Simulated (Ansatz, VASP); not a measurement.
**Two plane-wave programs on C**

Contents of INCAR:

```
SYSTEM = C
  PREC = Accurate
  ENCUT = 600
  EDIFF = 1E-7
  ISMEAR = 0
  SIGMA = 0.02
  LREAL = .FALSE.
  LASPH = .TRUE.
  NELM = 120
  ALGO = Normal
  ISIF = 3
  LWAVE = .FALSE.
  LCHARG = .FALSE.
  GGA = PE
  IBRION = 2
  NSW = 100
  EDIFFG = -0.01
  GGA_COMPAT = .FALSE.
  NELMIN = 4
```

Contents of KPOINTS:

```
Automatic mesh
0
G
  9 9 20
  0 0 0
```

File POSCAR:

```
C
1.0
    4.0957915509      0.0000000000      0.0000000000
   -2.0478957755      3.5470595317      0.0000000000
    0.0000000000      0.0000000000      1.2814336352
C
1
Direct
    0.0000000000      0.0000000000      0.0000000000
```

Input for Ansatz:

```yaml
crystal:
  lattice:
    - [4.0957915509, 0.0, 0.0]
    - [-2.0478957755, 3.5470595317, 0.0]
    - [0.0, 0.0, 1.2814336352]
  atoms:
    - { symbol: C, position: [0.0, 0.0, 0.0] }
basis:
  ecutwfc: 420
kpoints:
  mp_grid: { grid: [9, 9, 20] }
hamiltonian:
  xc: pbe
scf:
  occupations: { method: gaussian, width: 0.02 }
output:
  forces: true
  stress: true
  eigenvalues: true
relax:
  adjacent_minimum: "off"
  f_tol: 0.01
  max_steps: 80
  cell: { stress_tol: 0.05 }
```

Alike in both runs: task relaxation of cell and atoms; functional PBE; k mesh 9 × 9 × 20; occupations gaussian, width 0.02 eV; no spin polarisation.

|  | VASP | Ansatz |
| --- | --- | --- |
| version | VASP 6.6.1 | Ansatz 0.2.0 |
| potentials or method | VASP PAW PBE potentials, release 64 (C), cutoff 600 eV | scalar-relativistic, plane waves, PAW |
| valence electrons in the cell | 4 | 4 |

Ansatz gave:

- gap on the k mesh at the Fermi level, each at its own relaxed structure (eV): none
- relaxed volume (Å³/atom): 14.53
- relaxed cell length with the largest relative difference (Å): 3.615

Task: Estimate VASP's values.

Result: gap on the k mesh at the Fermi level, each at its own relaxed structure (eV): none; relaxed volume (Å³/atom): 14.27; relaxed cell length with the largest relative difference (Å): 3.584.

A gap of «none» marks a metal or a gap that the smearing closes.

Noted on VASP's run: the volume moved by over 15 % at a fixed basis, so the end points are rough.
